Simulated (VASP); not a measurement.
Wanted: the native input for a VASP 6.6.1 run.

```yaml
Task: single point
Functional: LDA
Potentials_or_basis: VASP PAW LDA potentials, release 64 (Mo_sv, Rh_pv)
Cutoff: 500 eV
k_mesh: 8 × 8 × 5
Occupations: gaussian, width 0.1 eV
Spin: no spin polarisation
Dipole_correction: no
Further_INCAR_settings: ALGO = Normal; EDIFF = 1e-06; NBANDS = 22
```

The structure of MoRh lies in POSCAR:

```
MoRh
1.0
    2.7954300000      0.0000000000      0.0000000000
   -1.3977200000      2.4209200000      0.0000000000
    0.0000000000      0.0000000000      4.4373700000
Mo Rh
1 1
Direct
    0.0000000000      0.0000000000      0.5000000000
    0.3333333333      0.6666666667      0.0000000000
```

These files were run (other wordings do the same):

INCAR

```
ALGO = Normal ; EDIFF = 1E-6
ENCUT = 500 ; GGA = CA
GGA_COMPAT = F ; ISIF = 2
ISMEAR = 0 ; LASPH = T
LCHARG = F ; LREAL = F
LWAVE = F ; NBANDS = 22
NELM = 120 ; PREC = Accurate
SIGMA = 0.1
```

KPOINTS

```
k-points
0
Gamma
  8 8 5
```

Potentials or basis: VASP PAW LDA potentials, release 64 (Mo_sv, Rh_pv).

Run with:

```console
$ cat potpaw_LDA.64/Mo_sv/POTCAR potpaw_LDA.64/Rh_pv/POTCAR > POTCAR
$ mpirun -np 1 vasp_std > vasp.out
```

It gave:

| Item | Value |
| --- | --- |
| Pressure | -16.6 GPa |
| Band gap on the k mesh | zero (an odd number of electrons rules out a gap without spin polarisation) |

Caveat: the cell stands under tension.

Wall time 14 s on 1 thread of Intel Xeon 8259CL, on a shared host, peak memory 0.14 GiB.
